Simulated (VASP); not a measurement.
Wanted: the native input for a VASP 6.6.1 run.

```
Task                   : single point
Functional             : LDA
Potentials or basis    : VASP PAW LDA potentials, release 64 (Hf_pv, N)
Cutoff                 : 520 eV
k mesh                 : 10 × 10 × 10
Occupations            : fermi-dirac, width 0.03 eV
Spin                   : no spin polarisation
Dipole correction      : no
Further INCAR settings : ALGO = Normal; EDIFF = 1e-06; NBANDS = 14
```

The structure of HfN lies in POSCAR:

```
HfN
1.0
    0.0000000000      2.2590000000      2.2138200000
    2.2590000000      0.0000000000      2.2138200000
    2.2590000000      2.2590000000      0.0000000000
Hf N
1 1
Direct
    0.0000000000      0.0000000000      0.0000000000
    0.5000000000      0.5000000000      0.5000000000
```

This cell differs from its parent crystal: zz strain of -2 %.

The input as run:

INCAR

```
SYSTEM = HfN
PREC = Accurate ; ENCUT = 520
EDIFF = 1E-6 ; ISMEAR = -1
SIGMA = 0.03 ; LREAL = .FALSE.
LASPH = .TRUE. ; NELM = 80
ALGO = Normal ; ISIF = 2
LWAVE = .FALSE. ; LCHARG = .FALSE.
GGA = CA ; NBANDS = 14
```

KPOINTS

```
regular mesh
0
G
  10 10 10
  0 0 0
```

Potentials or basis: VASP PAW LDA potentials, release 64 (Hf_pv, N).

Launch:

```bash
$ cat potpaw_LDA.64/Hf_pv/POTCAR potpaw_LDA.64/N/POTCAR > POTCAR
$ mpirun -np 1 vasp_std > vasp.out
```

It gave:

| Property | Result |
| --- | --- |
| Pressure | -4.8 GPa |

Caveat: the cell differs from its parent crystal (zz strain of -2 %).

Run time: 29 s on 1 thread of Intel(R) Xeon(R) Platinum 8259CL CPU @ 2.50GHz (Skylake/Cascade Lake), with other jobs on the host, peak memory 0.15 GiB.
